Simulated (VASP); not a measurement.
Wanted: the native input for a VASP 6.6.1 run.

* Task: single point
* Functional: LDA
* Potentials or basis: VASP PAW LDA potentials, release 64 (W_sv)
* Cutoff: 520 eV
* k mesh: 14 × 14 × 14
* Occupations: fermi-dirac, width 0.05 eV
* Spin: no spin polarisation
* Dipole correction: no
* Further INCAR settings: ALGO = Normal; EDIFF = 1e-06; NBANDS = 13

The structure of W lies in POSCAR:

```
W
1.0
    0.0000000000      2.0632846043      2.0632846043
    2.0632846043      0.0000000000      2.0632846043
    2.0632846043      2.0632846043      0.0000000000
W
1
Direct
    0.0000000000      0.0000000000      0.0000000000
```

This cell differs from its parent crystal: volume scaled by 1.05.

The input as run:

INCAR

```
ALGO = Normal
EDIFF = 1E-6
ENCUT = 520
ISIF = 2
ISMEAR = -1
LASPH = T
LCHARG = F
LREAL = F
LWAVE = F
NBANDS = 13
NELM = 80
PREC = Accurate
SIGMA = 0.05
```

KPOINTS

```
k-points
0
Gamma
  14 14 14
```

Potentials or basis: VASP PAW LDA potentials, release 64 (W_sv).

Run with:

```sh
$ cat potpaw_LDA.64/W_sv/POTCAR > POTCAR
$ mpirun -np 1 vasp_std > vasp.out
```

Results of the run:

```
Pressure               : -27.0 GPa
Band gap on the k mesh : zero (band 7 reaches 12.28 eV, above the bottom of band 8 at 8.92 eV)
```

Caveat: spin-orbit coupling is left out, which moves the levels of the heavy elements.

It took 11 s on 1 thread of Intel(R) Xeon(R) Platinum 8488C (Sapphire Rapids), on a shared host, peak memory 0.14 GiB.
